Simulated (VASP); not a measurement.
Input of a VASP 6.6.1 run:

The input INCAR:

```
PREC = Accurate ; ENCUT = 520
EDIFF = 1E-6 ; ISMEAR = -1
SIGMA = 0.1 ; LREAL = F
LASPH = T ; NELM = 60
ALGO = Normal ; ISIF = 2
LWAVE = F ; LCHARG = F
GGA = RE ; NBANDS = 24
```

KPOINTS

```
regular mesh
0
Gamma
  7 7 10
```

Contents of POSCAR:

```
La
1.0
    6.1781098901      0.0000000000      0.0000000000
   -3.0890549451      5.3504001122      0.0000000000
    0.0000000000      0.0000000000      3.7860962068
La
3
Direct
    1.0000000000      0.0000000000      0.0000000000
    0.3333333333      0.6666666667      0.5000000000
    0.6666666667      0.3333333333      0.5000000000
```

Potentials or basis: VASP PAW PBE potentials, release 64 (La).

The run is started by

```bash
$ cat potpaw_PBE.64/La/POTCAR > POTCAR
$ mpirun -np 1 vasp_std > vasp.out
```

Task: What does it give for the band gap on the k mesh?

Result: Zero (an odd number of electrons rules out a gap without spin polarisation).

Task: What does it give for the pressure?

Result: -1.7 GPa.

Stress tensor (GPa, compression positive):
```
-1.79  0.00  0.00
 0.00 -1.79  0.00
 0.00  0.00 -1.55
```

Caveat: the PAW data sets were made with another functional, which shifts forces and pressure a little; spin-orbit coupling is left out, which moves the levels of the heavy elements.
